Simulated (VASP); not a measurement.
Here is a VASP 6.6.1 calculation.

File INCAR:

```
PREC = Accurate
ENCUT = 520
EDIFF = 1E-7
ISMEAR = 1
SIGMA = 0.15
LREAL = False
LASPH = True
NELM = 100
ALGO = Normal
ISIF = 2
LWAVE = False
LCHARG = True
GGA = PE
LELF = True
LVHAR = True
NBANDS = 48
```

File KPOINTS:

```
regular mesh
0
Gamma
  2 3 3
```

POSCAR

```
Al2As4Ir
1.0
    7.5406600000      0.8320200000     -0.4766460000
    0.4843840000      6.5997680000     -0.2666420000
    1.0551440000      1.2870830000      6.1411170000
Ir Al As
2 4 8
Direct
    0.7798440178      0.2477043812      0.5599893184
    0.6627777215      0.3650752802      0.0209477775
    0.8041216287      0.9625840864      0.2401329764
    0.2241225546      0.7477405078      0.1653977841
    0.0298729400      0.1194727472      0.9022461662
    0.6729034692      0.8670806104      0.7648271243
    0.9198681086      0.6326649117      0.0454607023
    0.2367856093      0.3573110649      0.6507229956
    0.5424960925      0.6980027006      0.3621402147
    0.4689156248      0.1300153630      0.3803683130
    0.1112283508      0.9432499105      0.5466719802
    0.2316084590      0.3505471259      0.0836577177
    0.3867401060      0.6924656401      0.7892241017
    0.9568323186      0.6238242265      0.5050934605
```

Potentials or basis: VASP PAW PBE potentials, release 64 (Ir, Al, As).

Launch:

```console
$ cat potpaw_PBE.64/Ir/POTCAR potpaw_PBE.64/Al/POTCAR potpaw_PBE.64/As/POTCAR > POTCAR
$ mpirun -np 1 vasp_std > vasp.out
```

(1) Estimate the pressure.

(2) What does it give for the band gap on the k mesh?

(3) What does it give for the largest force?

## Answers

(1) -9.3 GPa.

(2) zero (bands 35 and 36 overlap by 0.17 eV).

(3) 1.943 eV/Å.

Caveat: the k points lie up to 0.42 Å⁻¹ apart; spin-orbit coupling is left out, which moves the levels of the heavy elements.
